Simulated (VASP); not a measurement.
The system is Ge3N.

```xyz
4
Lattice="3.7381 0.0000 0.0000 0.0000 3.7381 0.0000 0.0000 0.0000 5.4064" Properties=species:S:1:pos:R:3 pbc="T T T"
Ge    0.0000    1.8690    0.1804
Ge    1.8690    0.0000    5.2260
Ge    1.8690    1.8690    2.7032
N     0.0000    0.0000    0.0000
```

```yaml
Program: VASP 6.6.1
Task: relaxation of cell and atoms
Functional: PBE
Potentials_or_basis: VASP PAW PBE potentials, release 64 (Ge_d, N)
Cutoff: 600 eV
k_mesh: 6 × 6 × 4
Occupations: gaussian, width 0.1 eV
Spin: no spin polarisation
```

At the start: pressure 13.1 GPa; volume 18.89 Å³/atom.

Problem. How do energy, volume and symmetry change on relaxing?

Solution. Over 33 steps the energy falls by 877.9 meV/atom and the volume is 17.95 Å³/atom (-5.0 %); space group P-4m2 (No. 115, to 0.05 Å).

Step by step:
```tsv
step	energy change (eV)	largest force (eV/Å)	pressure (GPa)	volume (Å³)
1	0.0000	1.8423	13.06	75.54
2	-1.0759	0.8069	-6.94	92.85
3	-1.1280	0.9895	-4.17	88.84
4	-1.4975	1.1607	-4.34	83.76
5	-2.3359	1.2760	-2.04	71.41
6	-0.4922	0.9231	46.88	47.10
7	-2.3705	1.0766	2.15	65.96
8	-2.4385	0.7760	8.34	60.39
9	-2.5683	0.2666	5.25	60.95
10	-2.5704	0.1676	4.69	61.04
11	-2.6209	0.2860	1.49	63.18
12	-2.6318	0.3778	-0.81	65.03
13	-2.6510	0.4475	-0.68	65.23
14	-2.7299	0.7097	-0.42	65.77
15	-2.9438	0.9929	0.68	66.61
16	-3.2692	1.1481	3.48	67.34
17	-2.7692	1.3770	12.16	65.45
18	-3.4177	0.4946	5.58	67.25
19	-3.3847	0.0245	7.29	66.97
20	-3.4114	0.2029	6.57	67.11
21	-3.4209	0.1466	6.17	67.47
22	-3.4351	0.0294	4.95	68.55
23	-3.4353	0.0628	4.71	68.76
24	-3.4455	0.0387	4.32	68.97
25	-3.4715	0.0291	3.29	69.60
26	-3.5024	0.1471	1.29	70.88
27	-3.4870	0.3341	-2.17	73.40
28	-3.5083	0.2168	-0.04	71.77
29	-3.5083	0.2121	0.07	71.71
30	-3.5093	0.1765	0.05	71.73
31	-3.5113	0.0693	0.01	71.77
32	-3.5101	0.1467	-0.03	71.86
33	-3.5117	0.0004	0.03	71.80
```

Final structure:
```
Ge N
1.0
     3.82363    0.00000    0.00000
     0.00000    3.82363    0.00000
     0.00000    0.00000    4.91121
Ge N
3 1
Direct
  0.00000 0.50000 0.19473
  0.50000 0.00000 0.80527
  0.50000 0.50000 0.50000
  0.00000 0.00000 0.00000
```
